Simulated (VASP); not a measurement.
# ZnSe (Stilleite) (F-43m) in VASP: a series of runs

Runs on ZnSe (Stilleite). Level: PBEsol. Tasks: relaxation of cell and atoms.

Program: VASP 6.6.1. These are calculated values, not measurements. Logs are shortened: lines on timing, memory, paths and dates and some standing lists are left out, and cuts for length are marked.

## Step 1: The cell of the first run

The structure is cubic, space group F-43m (No. 216). Conventional cell: a = 5.668 Å, b = 5.668 Å, c = 5.668 Å, α = 90.00°, β = 90.00°, γ = 90.00°. Within 3.2 Å of Zn (site symmetry -43m) lie 4 Se at 2.45 Å. Se (site symmetry -43m) has 4 Zn at 2.45 Å within 3.2 Å.

## Step 2: Relaxation of cell and atoms, PBEsol, target pressure 5 GPa, at which the enthalpy is minimised

The input, INCAR:

```
SYSTEM = ZnSe
PREC     = Accurate       ! precision mode
ENCUT    = 600            ! plane-wave cutoff, eV
EDIFF    = 1E-6           ! SCF threshold, eV
ISMEAR   = -1             ! smearing method
SIGMA    = 0.01           ! smearing width, eV
LREAL    = .FALSE.        ! projectors in reciprocal space
LASPH    = .TRUE.         ! aspherical terms in the spheres
NELM     = 60             ! most SCF steps
ALGO     = Normal         ! electronic algorithm
ISIF     = 3              ! what is computed and relaxed
LWAVE    = .FALSE.        ! write WAVECAR
LCHARG   = .FALSE.        ! write CHGCAR
GGA      = PS             ! functional
IBRION   = 2              ! ionic algorithm
NSW      = 100            ! ionic steps
EDIFFG   = -0.01          ! ionic threshold
PSTRESS  = 50.0
```

The input, KPOINTS:

```
Automatic mesh
0
G
  6 6 6
  0 0 0
```

The input, POSCAR:

```
ZnSe
1.0
    0.0000000000      2.8338000000      2.8338000000
    2.8338000000      0.0000000000      2.8338000000
    2.8338000000      2.8338000000      0.0000000000
Zn Se
1 1
Direct
    0.0000000000      0.0000000000      0.0000000000
    0.2500000000      0.2500000000      0.2500000000
```

Potentials or basis: VASP PAW PBE potentials, release 64 (Zn, Se).

Command:

```
$ cat potpaw_PBE.64/Zn/POTCAR potpaw_PBE.64/Se/POTCAR > POTCAR
$ mpirun -np 1 vasp_std > vasp.out
```

OUTCAR:

```text
SYSTEM = ZnSe
   PREC = Accurate
   ENCUT = 600
   EDIFF = 1E-6
   ISMEAR = -1
   LREAL = .FALSE.
   LASPH = .TRUE.
   NELM = 60
   ISIF = 3
   GGA = PS
   IBRION = 2
   NSW = 100
   EDIFFG = -0.01
   PSTRESS = 50.0

 ion  position               nearest neighbor table
   1  0.000  0.000  0.000-   2 2.45   2 2.45   2 2.45   2 2.45
   2  0.250  0.250  0.250-   1 2.45   1 2.45   1 2.45   1 2.45

  LATTYP: Found a face centered cubic cell.
 ALAT       =     5.6676000000

  Lattice vectors:

 A1 = (   0.0000000000,   2.8338000000,   2.8338000000)
 A2 = (   2.8338000000,   0.0000000000,   2.8338000000)
 A3 = (   2.8338000000,   2.8338000000,   0.0000000000)

Analysis of symmetry for initial positions (statically):
=====================================================================
 Subroutine PRICEL returns:
 Original cell was already a primitive cell.

 Routine SETGRP: Setting up the symmetry group for a
 face centered cubic supercell.

 Subroutine GETGRP returns: Found 24 space group operations
 (whereof 24 operations were pure point group operations)
 out of a pool of 48 trial point group operations.

The static configuration has the point symmetry T_d .

Analysis of symmetry for dynamics (positions and initial velocities):
=====================================================================
 Subroutine PRICEL returns:
 Original cell was already a primitive cell.

 Routine SETGRP: Setting up the symmetry group for a
 face centered cubic supercell.

 Subroutine GETGRP returns: Found 24 space group operations
 (whereof 24 operations were pure point group operations)
 out of a pool of 48 trial point group operations.

The dynamic configuration has the point symmetry T_d .

 Subroutine INISYM returns: Found 24 space group operations
 (whereof 24 operations are pure point group operations),
 and found     1 'primitive' translations

----------------------------------------------------------------------------------------

                                     Primitive cell

  volume of cell :      45.5132

  direct lattice vectors                    reciprocal lattice vectors
     0.000000000  2.833800000  2.833800000    -0.176441527  0.176441527  0.176441527
     2.833800000  0.000000000  2.833800000     0.176441527 -0.176441527  0.176441527
     2.833800000  2.833800000  0.000000000     0.176441527  0.176441527 -0.176441527

  length of vectors
     4.007598393  4.007598393  4.007598393     0.305605690  0.305605690  0.305605690

  position of ions in fractional coordinates (direct lattice)
     0.000000000  0.000000000  0.000000000
     0.250000000  0.250000000  0.250000000

  ion indices of the primitive-cell ions
   primitive index   ion index
                 1           1
                 2           2

----------------------------------------------------------------------------------------

 KPOINTS: Automatic mesh

Automatic generation of k-mesh.
 Grid dimensions read from file:
 generate k-points for:    6    6    6

 Generating k-lattice:

  Cartesian coordinates                     Fractional coordinates (reciprocal lattice)
    -0.029406921  0.029406921  0.029406921     0.166666667  0.000000000  0.000000000
     0.029406921 -0.029406921  0.029406921     0.000000000  0.166666667  0.000000000
     0.029406921  0.029406921 -0.029406921     0.000000000  0.000000000  0.166666667

  Length of vectors
     0.050934282  0.050934282  0.050934282

  Shift w.r.t. Gamma in fractional coordinates (k-lattice)
     0.000000000  0.000000000  0.000000000

 Subroutine IBZKPT returns following result:
 ===========================================

 Found     16 irreducible k-points:

 Following reciprocal coordinates:
            Coordinates               Weight
  0.000000  0.000000  0.000000      1.000000
  0.166667  0.000000  0.000000      8.000000
  0.333333  0.000000  0.000000      8.000000
  0.500000  0.000000  0.000000      4.000000
  0.166667  0.166667  0.000000      6.000000
  0.333333  0.166667  0.000000     24.000000
[... 8 lines left out ...]
 -0.333333  0.333333  0.166667     24.000000
 -0.333333  0.500000  0.166667     12.000000
   k-points           NKPTS =     16   k-points in BZ     NKDIM =     16   number of bands    NBANDS=     13
   number of dos      NEDOS =    301   number of ions     NIONS =      2
   total plane-waves  NPLWV =  32768
   dimension x,y,z NGX =    32 NGY =   32 NGZ =   32
   dimension x,y,z NGXF=    64 NGYF=   64 NGZF=   64
   ions per type =               1   1
   NGX,Y,Z   is equivalent  to a cutoff of  13.27, 13.27, 13.27 a.u.
   NGXF,Y,Z  is equivalent  to a cutoff of  26.55, 26.55, 26.55 a.u.
 SYSTEM =  ZnSe
   PREC   = accura    normal or accurate (medium, high low for compatibility)
   ISTART =      0    job   : 0-new  1-cont  2-samecut
   ICHARG =      2    charge: 1-file 2-atom 10-const
   ISPIN  =      1    spin polarized calculation?
   LNONCOLLINEAR =      F non collinear calculations
   LSORBIT =      F    spin-orbit coupling
   LASPH  =      T    aspherical Exc in radial PAW
   ENCUT  =  600.0 eV  44.10 Ry    6.64 a.u.   8.00  8.00  8.00*2*pi/ulx,y,z
   NELM   =     60;   NELMIN=  2; NELMDL= -5     # of ELM steps
   EDIFF  = 0.1E-05   stopping-criterion for ELM
   LREAL  =      F    real-space projection
   EDIFFG = -.1E-01   stopping-criterion for IOM
   NSW    =    100    number of steps for IOM
   IBRION =      2    ionic relax: 0-MD 1-quasi-New 2-CG
   NFREE  =      1    steps in history (QN), initial steepest desc. (CG)
   ISIF   =      3    stress and relaxation
   ISYM   =      2    0-nonsym 1-usesym 2-fastsym
   POTIM  = 0.5000    time-step for ionic-motion
   TEBEG  =    0.0;   TEEND  =   0.0 temperature during run
   PSTRESS=   50.0 pullay stress
   NELECT =      18.0000    total number of electrons
   NUPDOWN=      -1.0000    fix difference up-down
   EMIN   =  10.00;   EMAX   =-10.00  energy-range for DOS
   EFERMI =   0.00;   METHOD = LEGACY
   ISMEAR =    -1;   SIGMA  =   0.01  broadening in eV -4-tet -1-fermi 0-gaus
   EFERMI_NEDOS =   21; number of points for ismear=-14 and -15
   IALGO  =     38    algorithm
   IMIX   =      4    mixing-type and parameters
     AMIX     =   0.40;   BMIX     =  1.00
     AMIX_MAG =   1.60;   BMIX_MAG =  1.00
  volume/ion in A,a.u.               =      22.76       153.57
  Fermi-wavevector in a.u.,A,eV,Ry     =   1.201673  2.270834 19.647073  1.444019
  Thomas-Fermi vector in A             =   2.337476
   LORBIT       =      0    0 simple, 1 ext, 2 COOP (PROOUT), +10 PAW based schemes
   GGA     = PS    functional components
   LHFCALC =     F    Hartree Fock is set to
   AEXX    =    0.0000 exact exchange contribution
   IVDW    =     0    specifies the selected vdW correction
   LEPSILON=     F    determine dielectric tensor
   LRPA    =     F    only Hartree local field effects (RPA)
 conjugate gradient relaxation of ions
 non-spin polarized calculation
  energy-cutoff  :      600.00
  volume of cell :       45.51
 maximum number of plane-waves:      1536
   NGX = 17   NGY = 17   NGZ = 17

--------------------------------------- Ionic step        1  -------------------------------------------

 number of electron      17.9999991 magnetization

 Free energy of the ion-electron system (eV)
  ---------------------------------------------------
  ext. energy  EPLUGINS =         0.00000000
  ---------------------------------------------------
  free energy    TOTEN  =        -6.76565234 eV

  energy without entropy =       -6.76565234  energy(sigma->0) =       -6.76565234

------------------------ aborting loop because EDIFF is reached ----------------------------------------

  FORCE on cell =-STRESS in cart. coord.  units (eV):
  Direction    XX          YY          ZZ          XY          YZ          ZX
  --------------------------------------------------------------------------------------
  -------------------------------------------------------------------------------------
  Total       -0.2504149     -0.2504149     -0.2504149     -0.0000000      0.0000000     -0.0000000
  in kB       -8.8152185     -8.8152185     -8.8152185     -0.0000000      0.0000000     -0.0000000
  external PRESSURE =     -58.8152185 kB  Pullay stress =      50.0000000 kB
[... 23 lines left out ...]
  enthalpy is  TOTEN    =        -5.3452970055 eV   P V=        1.4203553305

--------------------------------------- Ionic step        2  -------------------------------------------

 number of electron      18.0000007 magnetization

 E-fermi :   2.8296     XC(G=0): -10.0973

 val. band max:        2.6326417757   @ k =   0.0000   0.0000   0.0000
 cond. band min:       4.3150957595   @ k =   0.0000   0.0000   0.0000
 fundamental gap:      1.6824539838
 Fermi energy:         2.8296189062

 k-point     1 :       0.0000    0.0000    0.0000
  band No.  band energies     occupation
      1     -11.5333      2.00000
      2      -4.4671      2.00000
      3      -4.4671      2.00000
      4      -4.4671      2.00000
      5      -3.9740      2.00000
      6      -3.9740      2.00000
      7       2.6326      2.00000
      8       2.6326      2.00000
      9       2.6326      2.00000
     10       4.3151      0.00000
     11       8.2922      0.00000
     12       8.2922      0.00000
     13       8.2922      0.00000
[... 273 lines left out ...]
  enthalpy is  TOTEN    =        -5.3922635236 eV   P V=        1.2554570764

--------------------------------------- Ionic step        3  -------------------------------------------

 number of electron      18.0000011 magnetization

 Free energy of the ion-electron system (eV)
  ---------------------------------------------------
  ext. energy  EPLUGINS =         0.00000000
  ---------------------------------------------------
  free energy    TOTEN  =        -6.72550834 eV

  energy without entropy =       -6.72550834  energy(sigma->0) =       -6.72550834

 E-fermi :   2.4751     XC(G=0):  -9.8933

 val. band max:        2.2115200915   @ k =   0.0000   0.0000   0.0000
 cond. band min:       3.7076532554   @ k =   0.0000   0.0000   0.0000
 fundamental gap:      1.4961331639
 Fermi energy:         2.4750742742

 k-point     1 :       0.0000    0.0000    0.0000
  band No.  band energies     occupation
      1     -11.6250      2.00000
      2      -4.6792      2.00000
      3      -4.6792      2.00000
      4      -4.6792      2.00000
      5      -4.2313      2.00000
      6      -4.2313      2.00000
      7       2.2115      2.00000
      8       2.2115      2.00000
      9       2.2115      2.00000
     10       3.7077      0.00000
     11       7.9021      0.00000
     12       7.9021      0.00000
     13       7.9021      0.00000
[... 267 lines left out ...]
  FREE ENERGIE OF THE ION-ELECTRON SYSTEM (eV)
  ---------------------------------------------------
  free  energy   TOTEN  =        -6.7255083431 eV

  energy  without entropy=       -6.7255083431  energy(sigma->0) =       -6.72550834

  enthalpy is  TOTEN    =        -5.4143401389 eV   P V=        1.3111682042

 reached required accuracy - stopping structural energy minimisation
```

Wall time 81 s (1 thread of AMD EPYC 7R13, shared host); peak memory 0.16 GiB.

Results:

| Property | Result |
| --- | --- |
| Free energy | -6.7255 eV |
| Relaxed volume | 21.01 Å³/atom |
| Relaxed cell | a = 3.902 Å, b = 3.902 Å, c = 3.902 Å, α = 60.00°, β = 60.00°, γ = 60.00° |
| Space group after relaxing (to 0.05 Å) | F-43m (No. 216) |
| Energy change on relaxing (the enthalpy is what falls) | +20.1 meV/atom |
| Ionic steps | 3 |
| Pressure after relaxing | 5.0 GPa |
| Band gap on the k mesh | 1.50 eV, direct |

The path:
```tsv
step	energy change (eV)	largest force (eV/Å)	pressure (GPa)	volume (Å³)
1	0.0000	0.0000	-0.88	45.51
2	0.1179	0.0000	9.08	40.23
3	0.0401	0.0000	5.01	42.01
```

Final structure:
```cif
data_structure
_symmetry_space_group_name_H-M 'P 1'
_symmetry_Int_Tables_number 1
_cell_length_a 3.9022
_cell_length_b 3.9022
_cell_length_c 3.9022
_cell_angle_alpha 60.000
_cell_angle_beta 60.000
_cell_angle_gamma 60.000
_cell_volume 42.01
loop_
_atom_site_label
_atom_site_type_symbol
_atom_site_fract_x
_atom_site_fract_y
_atom_site_fract_z
_atom_site_occupancy
Zn1 Zn 0.00000 0.00000 0.00000 1
Se1 Se 0.25000 0.25000 0.25000 1
```

Caveat: the cell is relaxed towards a set pressure, so the enthalpy falls and the energy may rise; the PAW data sets were made with another functional, which shifts forces and pressure a little. Expect the measured gap to be larger: semilocal functionals such as PBEsol lack the derivative discontinuity.

## Step 3: Relaxation of cell and atoms, PBEsol, target pressure 10 GPa, at which the enthalpy is minimised

The input, INCAR:

```
PREC = Accurate
ENCUT = 600
EDIFF = 1E-6
ISMEAR = -1
SIGMA = 0.01
LREAL = F
LASPH = T
NELM = 80
ALGO = Normal
ISIF = 3
LWAVE = F
LCHARG = F
GGA = PS
IBRION = 2
NSW = 100
EDIFFG = -0.01
PSTRESS = 100.0
```

The input, KPOINTS:

```
Automatic mesh
0
Gamma
  6 6 6
```

POSCAR is that of step 2.

Potentials or basis: VASP PAW PBE potentials, release 64 (Zn, Se).

Command:

```
$ cat potpaw_PBE.64/Zn/POTCAR potpaw_PBE.64/Se/POTCAR > POTCAR
$ mpirun -np 1 vasp_std > vasp.out
```

It took 97 s on 1 thread of AMD EPYC 7R13, shared host; peak memory 0.16 GiB.

The run converged. Its results:

| Property | Result |
| --- | --- |
| Free energy | -6.6260 eV |
| Relaxed volume | 19.93 Å³/atom |
| Relaxed cell | a = 3.835 Å, b = 3.835 Å, c = 3.835 Å, α = 60.00°, β = 60.00°, γ = 60.00° |
| Space group after relaxing (to 0.05 Å) | F-43m (No. 216) |
| Energy change on relaxing (the enthalpy is what falls) | +69.8 meV/atom |
| Ionic steps | 4 |
| Pressure after relaxing | 10.1 GPa |
| Band gap on the k mesh | 1.72 eV, direct |

Step by step:
```
step  energy change (eV)  largest force (eV/Å)  pressure (GPa)  volume (Å³)
   1              0.0000                0.0000           -0.88        45.51
   2              0.5231                0.0000           23.31        36.07
   3              0.1331                0.0000            9.83        39.97
   4              0.1397                0.0000           10.07        39.87
```

Final structure:
```cif
data_structure
_symmetry_space_group_name_H-M 'P 1'
_symmetry_Int_Tables_number 1
_cell_length_a 3.8345
_cell_length_b 3.8345
_cell_length_c 3.8345
_cell_angle_alpha 60.000
_cell_angle_beta 60.000
_cell_angle_gamma 60.000
_cell_volume 39.87
loop_
_atom_site_label
_atom_site_type_symbol
_atom_site_fract_x
_atom_site_fract_y
_atom_site_fract_z
_atom_site_occupancy
Zn1 Zn 0.00000 0.00000 0.00000 1
Se1 Se 0.25000 0.25000 0.25000 1
```

Levels at points of the mesh, in eV from the valence-band top:
```csv
k point,band 7,band 8,band 9,band 10,band 11,band 12
"(0.00, 0.00, 0.00)",0.00,0.00,0.00,1.72,5.65,5.65
"(0.50, 0.00, 0.00)",-6.21,-1.09,-1.09,2.66,6.24,6.24
"(0.50, 0.50, 0.00)",-5.39,-2.73,-2.73,2.50,3.29,11.67
```

Caveat: the cell is relaxed towards a set pressure, so the enthalpy falls and the energy may rise; the PAW data sets were made with another functional, which shifts forces and pressure a little.
